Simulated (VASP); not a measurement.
The system is Sb.

```
CELL_PARAMETERS angstrom
0.00000 2.35533 2.35533
2.35533 0.00000 2.35533
2.35533 2.35533 0.00000
ATOMIC_POSITIONS crystal
Sb 0.00000 0.00000 0.00000
```

Base run:

- Program: VASP 6.6.1
- Functional: PBE
- Potentials or basis: VASP PAW PBE potentials, release 64 (Sb)
- Cutoff: 520 eV
- k mesh: 10 × 10 × 10
- Occupations: fermi-dirac, width 0.05 eV
- Spin: no spin polarisation

Its results: pressure 3.1 GPa.

Question: The run is repeated on the same cell with these changes: functional from PBE to HSE06; k mesh from 10 × 10 × 10 to 6 × 6 × 6. What comes out?

Answer: Pressure 0.0 GPa.

Several settings changed at once, so the effect can't be laid on one alone.

Caveats: some runs use coarse meshes; the PAW data sets were made with another functional, which shifts forces and pressure a little (some runs).
